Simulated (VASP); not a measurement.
Runs of VASP 6.6.1 on WS2. The structure is that of space group P6_3/mmc (No. 194), or close to it. The cells are those of the table. 

| task | cell | cutoff (eV) | k mesh for the DOS | occupations for the DOS | gap on the mesh (eV) | pressure (GPa) |
| --- | --- | --- | --- | --- | --- | --- |
| single point | a = 3.173, b = 3.173, c = 12.715 Å, angles 90.0, 90.0, 120.0°, 6 atoms | 520 | - | - | 1.14 | -2.0 |
| single point | a = 3.154, b = 3.154, c = 12.143 Å, angles 90.0, 90.0, 120.0°, 6 atoms | 520 | - | - | (b) | 0.0 |
| single point | a = 3.180, b = 3.180, c = 12.500 Å, angles 90.0, 90.0, 120.0°, 6 atoms | 520 | - | - | 1.06 | (a) |
| relaxation of shape and atoms at fixed volume | relaxed from a = 3.063, b = 3.063, c = 11.330 Å, angles 90.0, 90.0, 120.0°, 6 atoms | 600 | - | - | 0.39 | 11.8 |
| single point | a = 3.165, b = 3.165, c = 12.417 Å, angles 90.0, 90.0, 120.0°, 6 atoms | 520 | - | - | 1.03 | -1.3 |
| single point | a = 3.179, b = 3.179, c = 13.147 Å, angles 90.0, 90.0, 120.0°, 6 atoms | 520 | - | - | 1.29 | -2.5 |

Alike in all rows: level PBE+D3(BJ); potentials or basis VASP PAW PBE potentials, release 64 (W_sv, S); no spin polarisation; k mesh 12 × 12 × 4; smearing gaussian 0.02 eV.

**Question.** Estimate the missing entries.

**Answer.** (a) -2.2; (b) 0.91.

Caveats: spin-orbit coupling is left out, which moves the levels of the heavy elements.

A k mesh can miss the band edges, and the runs leave out spin-orbit coupling on W.
